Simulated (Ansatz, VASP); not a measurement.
# Two plane-wave programs on Re

```
Re
1.0
     0.00000    1.94660    1.94660
     1.94660    0.00000    1.94660
     1.94660    1.94660    0.00000
Re
1
Direct
  0.00000 0.00000 0.00000
```

Alike in both runs: functional r2SCAN; k mesh 14 × 14 × 14; occupations fermi-dirac, width 0.08 eV; no spin polarisation.

Ansatz relaxed the structure, and its values are those at the end. VASP's run is a single point on that final structure, the one shown.

|  | VASP | Ansatz |
| --- | --- | --- |
| version | VASP 6.6.1 | Ansatz 0.2.0 |
| potentials or method | VASP PAW PBE potentials, release 64 (Re) | PAW with Ansatz's default frozen-core files, scalar-relativistic |
| plane-wave cutoff (eV) | 520 | 500 |
| valence electrons in the cell | 7 | 15 |

```tsv
	VASP	Ansatz	Ansatz less VASP
pressure (GPa)	0.0	0.0	0.00
```

VASP's potentials were made for PBE, not for r2SCAN. VASP's potentials hold 7 valence electrons a cell and Ansatz's 15, so a difference there can come from the potentials and not from the codes.

Spin-orbit coupling is off throughout.
